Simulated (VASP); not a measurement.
A run of VASP 6.6.1:

Contents of POSCAR:

```
C
1.0
    0.0000000000      1.7833700000      1.7833700000
    1.7833700000      0.0000000000      1.7833700000
    1.7833700000      1.7833700000      0.0000000000
C
2
Direct
    0.0000000000      0.0000000000      0.0000000000
    0.2500000000      0.2500000000      0.2500000000
```

Contents of INCAR.step1:

```
SYSTEM = C
  ALGO = Normal
  EDIFF = 1E-8
  ENCUT = 500
  GGA = PE
  ISMEAR = 0
  LASPH = .TRUE.
  LCHARG = .FALSE.
  LREAL = .FALSE.
  LWAVE = .TRUE.
  NELM = 60
  PREC = Accurate
  SIGMA = 0.01
```

Contents of INCAR.step2:

```
SYSTEM = C
  ALGO = Exact
  EDIFF = 1E-8
  ENCUT = 500
  GGA = PE
  ISMEAR = 0
  ISTART = 1
  LASPH = .TRUE.
  LCHARG = .FALSE.
  LOPTICS = .TRUE.
  LREAL = .FALSE.
  LWAVE = .TRUE.
  NBANDS = 64
  NELM = 1
  PREC = Accurate
  SIGMA = 0.01
```

INCAR.step3

```
SYSTEM = C
  ALGO = EVGW0
  EDIFF = 1E-8
  ENCUT = 500
  ENCUTGW = 120.0
  GGA = PE
  ISMEAR = 0
  ISTART = 1
  LASPH = .TRUE.
  LCHARG = .FALSE.
  LREAL = .FALSE.
  LWAVE = .FALSE.
  NBANDS = 64
  NBANDSGW = 12
  NELMGW = 1
  NOMEGA = 48
  PREC = Accurate
  PRECFOCK = Fast
  SIGMA = 0.01
```

KPOINTS

```
k-points
0
G
  6 6 6
  0 0 0
```

Potentials or basis: VASP PAW PBE potentials, release 64 (C_GW).

Launch:

```bash
$ cat potpaw_PBE.64/C_GW/POTCAR > POTCAR
$ cp INCAR.step1 INCAR
$ mpirun -np 1 vasp_std > vasp.out
$ cp INCAR.step2 INCAR
$ mpirun -np 1 vasp_std > vasp.out
$ cp INCAR.step3 INCAR
$ mpirun -np 1 vasp_std > vasp.out
```

Hardware: 1 thread of Intel Xeon 8259CL, on a shared host.

Estimate the wall time of this run.

Wall time 73 s on 1 thread of Intel Xeon 8259CL, with other jobs on the host, peak memory 0.22 GiB. Counts: k points 16.
